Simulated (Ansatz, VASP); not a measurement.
**PbSe in VASP and in Ansatz**

File INCAR:

```
SYSTEM = PbSe
PREC = Accurate
ENCUT = 520
EDIFF = 1E-6
ISMEAR = 0
SIGMA = 0.05
LREAL = .False.
LASPH = .True.
NELM = 60
ALGO = Normal
ISIF = 2
LWAVE = .False.
LCHARG = .True.
GGA = PE
LELF = .True.
LVHAR = .True.
NBANDS = 17
```

KPOINTS

```
regular mesh
0
Gamma
  6 6 6
  0 0 0
```

POSCAR

```
PbSe
1.0
    0.0000000000      3.0621516472      3.0621516472
    3.0621516472      0.0000000000      3.0621516472
    3.0621516472      3.0621516472      0.0000000000
Pb Se
1 1
Direct
    0.5000000000      0.5000000000      0.5000000000
    0.0000000000      0.0000000000      0.0000000000
```

Input for Ansatz:

```yaml
crystal:
  lattice:
    - [0.0, 3.0621516472, 3.0621516472]
    - [3.0621516472, 0.0, 3.0621516472]
    - [3.0621516472, 3.0621516472, 0.0]
  atoms:
    - { symbol: Pb, position: [0.5, 0.5, 0.5] }
    - { symbol: Se, position: [0.0, 0.0, 0.0] }
basis:
  ecutwfc: 420
  ecutrho_ratio: 4
kpoints:
  mp_grid: { grid: [6, 6, 6] }
hamiltonian:
  xc: pbe
scf:
  occupations: { method: gaussian, width: 0.05 }
output:
  forces: true
  stress: true
  eigenvalues: true
  populations: true
  write_density: true
  write_potential: true
  elf: true
  volumetric_format: npy
```

Alike in both runs: task single point; functional PBE; k mesh 6 × 6 × 6; occupations gaussian, width 0.05 eV; no spin polarisation.

|  | VASP | Ansatz |
| --- | --- | --- |
| version | VASP 6.6.1 | Ansatz 0.2.0 |
| potentials or method | VASP PAW PBE potentials, release 64 (Pb_d, Se), cutoff 520 eV | scalar-relativistic, plane waves, PAW |
| valence electrons in the cell | 20 | 30 |

Ansatz gave:

* gap on the k mesh at the Fermi level (eV): 0.29
* least direct gap on the mesh (eV): 0.29
* pressure (GPa): 2.3

Problem. Which values does VASP return?

Solution. gap on the k mesh at the Fermi level (eV): 0.30; least direct gap on the mesh (eV): 0.30; pressure (GPa): 2.3.

The functional is the same, so the differences come from potentials, cutoffs and numerics. VASP's potentials hold 20 valence electrons a cell and Ansatz's 30, so a difference there can come from the potentials and not from the codes.

Spin-orbit coupling is off throughout.
